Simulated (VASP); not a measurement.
Here is a VASP 6.6.1 calculation.

INCAR

```
SYSTEM = CdSe
ALGO = Normal
EDIFF = 1E-6
ENCUT = 520
GGA = PE
ISIF = 2
ISMEAR = 0
LASPH = .TRUE.
LCHARG = .TRUE.
LELF = .TRUE.
LREAL = .FALSE.
LVHAR = .TRUE.
LWAVE = .FALSE.
NBANDS = 16
NELM = 80
PREC = Accurate
SIGMA = 0.017
```

File KPOINTS:

```
k-points
0
G
  8 8 8
  0 0 0
```

File POSCAR:

```
CdSe
1.0
    0.0000000000      3.0702711986      3.0702711986
    3.0702711986      0.0000000000      3.0702711986
    3.0702711986      3.0702711986      0.0000000000
Cd Se
1 1
Direct
    0.0000000000      0.0000000000      0.0000000000
    0.2500000000      0.2500000000      0.2500000000
```

Potentials or basis: VASP PAW PBE potentials, release 64 (Cd, Se).

The run is started by

```bash
$ cat potpaw_PBE.64/Cd/POTCAR potpaw_PBE.64/Se/POTCAR > POTCAR
$ mpirun -np 1 vasp_std > vasp.out
```

(1) What does it give for the band gap on the k mesh?

(2) Predict the pressure.

Answers

(1) 0.55 eV, direct.

(2) 1.6 GPa.
